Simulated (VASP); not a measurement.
The system is AlRu.

```
Al Ru
1.0
     3.02815    0.00000    0.00000
    -1.51408    2.62246    0.00000
     0.00000    0.00000    2.95533
Al Ru
1 1
Direct
  0.00000 0.00000 0.00000
  0.66667 0.33333 0.50000
```

The cell was built from a structure type or drawn by symmetry, and may not be a known phase.

| Quantity | Value |
| --- | --- |
| Program | VASP 6.6.1 |
| Task | relaxation of cell and atoms |
| Functional | PBE |
| Potentials or basis | VASP PAW PBE potentials, release 64 (Al, Ru_pv) |
| Cutoff | 600 eV |
| k mesh | 6 × 6 × 6 |
| Occupations | gaussian, width 0.1 eV |
| Spin | no spin polarisation |

At the start: pressure 68.4 GPa; volume 11.73 Å³/atom.

Task: Where does the relaxation end?

Result: Over 19 steps the energy falls by 736.3 meV/atom and the volume is 14.13 Å³/atom (+20.5 %); space group P-6m2 (No. 187, to 0.1 Å) before and after.

The path:
```
step  energy change (eV)  largest force (eV/Å)  pressure (GPa)  volume (Å³)
   1              0.0000                0.0000           68.39        23.47
   2              0.7744                0.0000          -28.20        44.69
   3             -1.1812                0.0000           -5.57        30.67
   4             -1.1928                0.0000           -2.53        30.08
   5             -1.1940                0.0000           -1.22        29.84
   6             -1.2220                0.0000           -0.47        29.51
   7             -1.2321                0.0000            0.49        29.23
   8             -1.2790                0.0000            2.84        28.65
   9             -1.4190                0.0000            8.33        27.35
  10             -0.7969                0.0000           40.30        24.31
  11             -1.4242                0.0000           10.03        27.07
  12             -1.4200                0.0000           11.68        26.82
  13             -1.4280                0.0000           10.83        26.88
  14             -1.4322                0.0000            9.66        26.97
  15             -1.4421                0.0000            8.29        27.14
  16             -1.4632                0.0000            4.43        27.63
  17             -1.4701                0.0000           -2.31        28.63
  18             -1.4726                0.0000           -0.22        28.30
  19             -1.4727                0.0000           -0.04        28.27
```

Final structure:
```yaml
crystal:
  lattice:
    - [2.89667, 0.00000, 0.00000]
    - [-1.44833, 2.50859, 0.00000]
    - [0.00000, 0.00000, 3.89043]
  atoms:
    - { symbol: Al, position: [0.00000, 0.00000, 0.00000] }
    - { symbol: Ru, position: [0.66667, 0.33333, 0.50000] }
```

Caveat: the k points lie up to 0.42 Å⁻¹ apart in the final cell, too coarse for converged energies and pressures of a metal; the volume moved by over 15 % at a fixed basis, so the end points are rough.
